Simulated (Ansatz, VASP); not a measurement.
# Mo in VASP and in Ansatz

```
Mo
1.0
     4.75243    0.00000    0.00000
    -2.37621    4.11572    0.00000
     0.00000    0.00000    2.60912
Mo
3
Direct
  0.00000 0.00000 0.00000
  0.33333 0.66667 0.50000
  0.66667 0.33333 0.50000
```

Alike in both runs: task single point; functional RPBE; k mesh 9 × 9 × 14; occupations fermi-dirac, width 0.1 eV; no spin polarisation.

```csv
,VASP,Ansatz
version,VASP 6.6.1,Ansatz 0.2.0
potentials or method,"VASP PAW PBE potentials, release 64 (Mo_sv), cutoff 520 eV","plane waves (420 eV) with PAW, scalar-relativistic"
valence electrons in the cell,42,42
```

|  | VASP | Ansatz | Ansatz less VASP |
| --- | --- | --- | --- |
| pressure (GPa) | -7.8 | -8.2 | -0.39 |
| traceless stress, the component that is largest in VASP (GPa) | -1.38 | -1.46 | -0.080 |

VASP's potentials were made for PBE, not for RPBE. The functional is the same, so the differences come from potentials, cutoffs and numerics.
